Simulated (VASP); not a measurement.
# Si16O (a cell with a defect): single point with PBE

The system is Si16O (a cell with a defect).

```
CELL_PARAMETERS angstrom
0.00000 5.43000 5.43000
5.43000 0.00000 5.43000
5.43000 5.43000 0.00000
ATOMIC_POSITIONS crystal
Si 0.06366 0.93329 0.97901
Si 0.15632 0.07501 0.12276
Si 0.99680 0.99533 0.48307
Si 0.11771 0.10445 0.61640
Si 0.95956 0.53836 0.98611
Si 0.11464 0.57376 0.15645
Si 0.97609 0.47914 0.52715
Si 0.11203 0.63357 0.61155
Si 0.49669 0.07290 0.95205
Si 0.67978 0.11834 0.08271
Si 0.49310 0.01758 0.45421
Si 0.61211 0.15487 0.57966
Si 0.48371 0.50496 0.02649
Si 0.57701 0.69750 0.12397
Si 0.47813 0.52817 0.50220
Si 0.60472 0.63857 0.63940
O 0.95877 0.29438 0.04495
```

```
Program             : VASP 6.6.1
Task                : single point
Functional          : PBE
Potentials or basis : VASP PAW PBE potentials, release 64 (Si, O)
Cutoff              : 520 eV
k mesh              : 2 × 2 × 2
Occupations         : fermi-dirac, width 0.02 eV
Spin                : collinear spin, zero start
Starting moments    : [0.0, 0.0, 0.0, 0.0, 0.0, 0.0, 0.0, 0.0, 0.0, 0.0, 0.0, 0.0, 0.0, 0.0, 0.0, 0.0, 0.0] μB
```

The pressure is 2.9 GPa, the largest force is 1.101 eV/Å and the band gap on the k mesh is 0.58 eV. The net moment is 0.00 μB per cell and the valence electrons inside the program's atomic spheres are Si 1.69, 1.68, 1.74, 1.70, 1.65, 1.72, 1.73, 1.67, 1.64, 1.66; O 5.14.

Forces on the atoms (eV/Å):
```
Si   0.756 -0.123 -0.476
Si  -0.373 -0.942 -0.353
Si   0.532 -0.571 -0.485
Si   0.075  0.423  0.902
Si   0.102 -0.572 -0.507
Si  -0.624  0.056 -0.037
Si   0.113  0.036  0.127
Si   0.228  0.475 -0.801
Si  -0.683  0.202 -0.091
Si   1.037 -0.174  0.328
Si   0.027  0.816 -0.066
Si  -0.292  0.145  0.118
Si  -0.755  0.277  0.579
Si  -0.749  0.280 -0.219
Si  -0.588 -0.026  0.509
Si   0.467 -0.155 -0.237
O    0.727 -0.148  0.710
```

Stress tensor (GPa, compression positive):
```
 2.34  0.00  0.83
 0.00  3.19 -1.26
 0.83 -1.26  3.23
```

Levels at points of the mesh, in eV from the valence-band top:
Spin up:
```tsv
k point	band 32	band 33	band 34	band 35	band 36	band 37	band 38	band 39
(0.00, 0.00, 0.00)	-0.75	-0.24	-0.11	0.00	0.58	0.73	0.93	0.99
(0.50, 0.00, 0.00)	-1.30	-0.79	-0.48	-0.35	1.07	1.39	1.57	1.64
(0.00, 0.50, 0.00)	-0.74	-0.65	-0.44	-0.10	1.12	1.42	1.55	1.64
(0.00, 0.00, 0.50)	-0.87	-0.80	-0.58	-0.54	1.20	1.24	1.41	1.67
(0.50, 0.50, 0.50)	-1.08	-0.74	-0.64	-0.41	1.30	1.37	1.47	1.74
(0.50, 0.50, 0.00)	-1.31	-1.15	-0.91	-0.51	1.31	1.48	2.14	2.32
(0.00, 0.50, 0.50)	-1.29	-1.21	-0.96	-0.79	1.39	1.57	2.06	2.41
(0.50, 0.00, 0.50)	-1.24	-1.12	-0.95	-0.50	1.34	1.48	2.09	2.33
```
Spin down:
| k point | band 31 | band 32 | band 33 | band 34 | band 35 | band 36 | band 37 | band 38 | band 39 | band 40 |
| --- | --- | --- | --- | --- | --- | --- | --- | --- | --- | --- |
| (0.00, 0.00, 0.00) | -0.89 | -0.75 | -0.24 | -0.11 | 0.00 | 0.58 | 0.73 | 0.93 | 0.99 | 1.15 |
| (0.50, 0.00, 0.00) | -1.38 | -1.30 | -0.79 | -0.48 | -0.35 | 1.07 | 1.39 | 1.57 | 1.64 | 1.95 |
| (0.00, 0.50, 0.00) | -1.36 | -0.74 | -0.65 | -0.44 | -0.10 | 1.12 | 1.42 | 1.55 | 1.64 | 1.66 |
| (0.00, 0.00, 0.50) | -1.31 | -0.87 | -0.80 | -0.58 | -0.54 | 1.20 | 1.24 | 1.41 | 1.67 | 1.78 |
| (0.50, 0.50, 0.50) | -1.38 | -1.08 | -0.74 | -0.64 | -0.41 | 1.30 | 1.37 | 1.47 | 1.74 | 1.79 |
| (0.50, 0.50, 0.00) | -1.36 | -1.31 | -1.15 | -0.91 | -0.51 | 1.31 | 1.48 | 2.14 | 2.32 | 2.49 |
| (0.00, 0.50, 0.50) | -1.39 | -1.29 | -1.21 | -0.96 | -0.79 | 1.39 | 1.57 | 2.06 | 2.41 | 2.54 |
| (0.50, 0.00, 0.50) | -1.33 | -1.24 | -1.12 | -0.95 | -0.50 | 1.34 | 1.48 | 2.09 | 2.33 | 2.46 |

It took 4.5 min on 1 thread of AMD EPYC 9R45 (Zen 5), with other jobs on the host, peak memory 0.67 GiB.

Caveat: the k points lie up to 0.50 Å⁻¹ apart.
